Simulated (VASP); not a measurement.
Write the native input for VASP 6.6.1 that does the following.

```
Task                   : single point
Functional             : LDA
Potentials or basis    : VASP PAW LDA potentials, release 64 (Mn_pv, O)
Cutoff                 : 520 eV
k mesh                 : 7 × 7 × 6
Occupations            : gaussian, width 0.05 eV
Spin                   : no spin polarisation
Hubbard terms          : Mn d U = 2.0 eV
Dipole correction      : no
Further INCAR settings : ALGO = Normal; EDIFF = 1e-07; NBANDS = 20
```

The structure of MnO2 lies in POSCAR:

```
MnO2
1.0
    2.4302502300     -1.4897917300      0.0000000000
    2.4302502300      1.4897917300      0.0000000000
   -0.0023926100      0.0000000000      3.4271624400
Mn O
1 2
Direct
    0.0000000000      0.0000000000      0.0000000000
    0.6879000000      0.6879000000      0.2889000000
    0.3121000000      0.3121000000      0.7111000000
```

One way to write it, as run:

INCAR

```
SYSTEM = MnO2
  PREC = Accurate
  ENCUT = 520
  EDIFF = 1E-7
  ISMEAR = 0
  SIGMA = 0.05
  LREAL = .False.
  LASPH = .True.
  NELM = 150
  ALGO = Normal
  ISIF = 2
  LWAVE = .False.
  LCHARG = .True.
  LMAXMIX = 4
  LDAU = .True.
  LDAUTYPE = 2
  LDAUL = 2 -1
  LDAUU = 2 0
  LDAUJ = 0 0
  LDAUPRINT = 1
  GGA = CA
  LELF = .True.
  LVHAR = .True.
  NBANDS = 20
```

KPOINTS

```
Automatic mesh
0
Gamma
  7 7 6
  0 0 0
```

Potentials or basis: VASP PAW LDA potentials, release 64 (Mn_pv, O).

Run with:

```sh
$ cat potpaw_LDA.64/Mn_pv/POTCAR potpaw_LDA.64/O/POTCAR > POTCAR
$ mpirun -np 1 vasp_std > vasp.out
```

Results of the run:

```json
{
 "Pressure": "-8.1 GPa",
 "Largest force": "3.206 eV/Å"
}
```

Caveat: an odd number of electrons without spin polarisation forces a metal; a magnetic or distorted state may lie lower; the run has no spin polarisation, though such a crystal can be magnetic; U without spin polarisation on a metal has little footing.

Run time: 68 s on 1 thread of AMD EPYC 7R43 64-Core Processor (Zen 3), with other jobs on the host, peak memory 0.12 GiB.
